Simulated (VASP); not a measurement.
Wanted: the native input for a VASP 6.6.1 run.

| Property | Result |
| --- | --- |
| Task | single point |
| Functional | PBE0 |
| Potentials or basis | VASP PAW PBE potentials, release 64 (W_sv, Au) |
| Cutoff | 520 eV |
| k mesh | 4 × 4 × 4 |
| Occupations | fermi-dirac, width 0.05 eV |
| Spin | no spin polarisation |
| Dipole correction | no |
| Grid for exact exchange (PRECFOCK) | Normal |
| Further INCAR settings | ALGO = Normal; EDIFF = 1e-07; NBANDS = 20 |
| Share of exact exchange | 0.25 |

The system is WAu.

```
W Au
1.0
     0.00000    2.88039    2.88039
     2.88039    0.00000    2.88039
     2.88039    2.88039    0.00000
W Au
1 1
Direct
  0.00000 0.00000 0.00000
  0.75000 0.75000 0.75000
```

One way to write it, as run:

POSCAR

```
WAu
1.0
    0.0000000000      2.8803897955      2.8803897955
    2.8803897955      0.0000000000      2.8803897955
    2.8803897955      2.8803897955      0.0000000000
W Au
1 1
Direct
    0.0000000000      0.0000000000      0.0000000000
    0.7500000000      0.7500000000      0.7500000000
```

INCAR.step1

```
PREC     = Accurate       # precision mode
ENCUT    = 520            # plane-wave cutoff, eV
EDIFF    = 1E-5           # SCF threshold, eV
ISMEAR   = -1             # smearing method
SIGMA    = 0.05           # smearing width, eV
LREAL    = F              # projectors in reciprocal space
LASPH    = T              # aspherical terms in the spheres
NELM     = 100            # most SCF steps
ALGO     = Normal         # electronic algorithm
ISIF     = 2              # what is computed and relaxed
LWAVE    = T              # write WAVECAR
LCHARG   = F              # write CHGCAR
GGA      = PE             # functional
NBANDS   = 20             # bands
```

INCAR.step2

```
PREC     = Accurate       # precision mode
ENCUT    = 520            # plane-wave cutoff, eV
EDIFF    = 1E-7           # SCF threshold, eV
ISMEAR   = -1             # smearing method
SIGMA    = 0.05           # smearing width, eV
LREAL    = F              # projectors in reciprocal space
LASPH    = T              # aspherical terms in the spheres
NELM     = 100            # most SCF steps
ALGO     = Normal         # electronic algorithm
ISIF     = 2              # what is computed and relaxed
LWAVE    = F              # write WAVECAR
LCHARG   = F              # write CHGCAR
GGA      = PE             # functional
LHFCALC  = T              # exact exchange
AEXX     = 0.25           # exact-exchange fraction
PRECFOCK = Normal       
ISTART   = 1            
NBANDS   = 20             # bands
```

KPOINTS

```
Automatic mesh
0
Gamma
  4 4 4
```

Potentials or basis: VASP PAW PBE potentials, release 64 (W_sv, Au).

Launch:

```bash
$ cat potpaw_PBE.64/W_sv/POTCAR potpaw_PBE.64/Au/POTCAR > POTCAR
$ cp INCAR.step1 INCAR
$ mpirun -np 1 vasp_std > vasp.out
$ cp INCAR.step2 INCAR
$ mpirun -np 1 vasp_std > vasp.out
```

Results of the run:

```json
{"Pressure": "-0.1 GPa", "Band gap on the k mesh": "zero (an odd number of electrons rules out a gap without spin polarisation)"}
```

Caveat: the k points lie up to 0.47 Å⁻¹ apart, too coarse for converged energies and pressures of a metal; the PAW data sets were made with another functional, which shifts forces and pressure a little; spin-orbit coupling is left out, which moves the levels of the heavy elements.

Wall time 35 min on 1 thread of AMD EPYC 7R43 64-Core Processor (Zen 3), on a shared host, peak memory 0.16 GiB.
